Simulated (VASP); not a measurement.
A run of VASP 6.6.1:

Contents of POSCAR:

```
NbSN
1.0
    3.5748937925      0.0000000000      0.0000000000
    0.0000000000      3.5748937925      0.0000000000
    0.0000000000      0.0000000000      6.0920221621
Nb S N
2 2 2
Direct
    0.5000000000      0.0000000000      0.1841252355
    0.0000000000      0.5000000000      0.8158747645
    0.5000000000      0.0000000000      0.6164385782
    0.0000000000      0.5000000000      0.3835614218
    0.5000000000      0.5000000000      0.0000000000
    0.0000000000      0.0000000000      0.0000000000
```

Contents of INCAR.step1:

```
SYSTEM = NbSN
  PREC = Accurate
  ENCUT = 520
  EDIFF = 1E-7
  ISMEAR = 0
  SIGMA = 0.1
  LREAL = .False.
  LASPH = .True.
  NELM = 80
  ALGO = Normal
  ISIF = 2
  LWAVE = .False.
  LCHARG = .True.
  LMAXMIX = 4
  GGA = PE
  NBANDS = 33
```

The input KPOINTS.step1:

```
Automatic mesh
0
Gamma
  10 10 6
  0 0 0
```

The input INCAR.step2:

```
SYSTEM = NbSN
  PREC = Accurate
  ENCUT = 520
  EDIFF = 1E-7
  ISMEAR = -5
  SIGMA = 0.1
  LREAL = .False.
  LASPH = .True.
  NELM = 80
  ALGO = Normal
  ISIF = 2
  LWAVE = .False.
  LCHARG = .False.
  LMAXMIX = 4
  GGA = PE
  LORBIT = 10
  NBANDS = 33
  NEDOS = 2001
  ICHARG = 11
```

The input KPOINTS.step2:

```
Automatic mesh
0
Gamma
  15 15 9
  0 0 0
```

Potentials or basis: VASP PAW PBE potentials, release 64 (Nb_sv, S, N).

Run with:

```sh
$ cat potpaw_PBE.64/Nb_sv/POTCAR potpaw_PBE.64/S/POTCAR potpaw_PBE.64/N/POTCAR > POTCAR
$ cp INCAR.step1 INCAR
$ cp KPOINTS.step1 KPOINTS
$ mpirun -np 1 vasp_std > vasp.out
$ cp INCAR.step2 INCAR
$ cp KPOINTS.step2 KPOINTS
$ mpirun -np 1 vasp_std > vasp.out
```

Hardware: 1 thread of Intel(R) Xeon(R) 6975P-C (Granite Rapids), with other jobs on the host.

Question: Estimate the wall time of this run.

Answer: Wall time 5.7 min on 1 thread of Intel(R) Xeon(R) 6975P-C (Granite Rapids), with other jobs on the host, peak memory 0.46 GiB. Counts: k points 180.
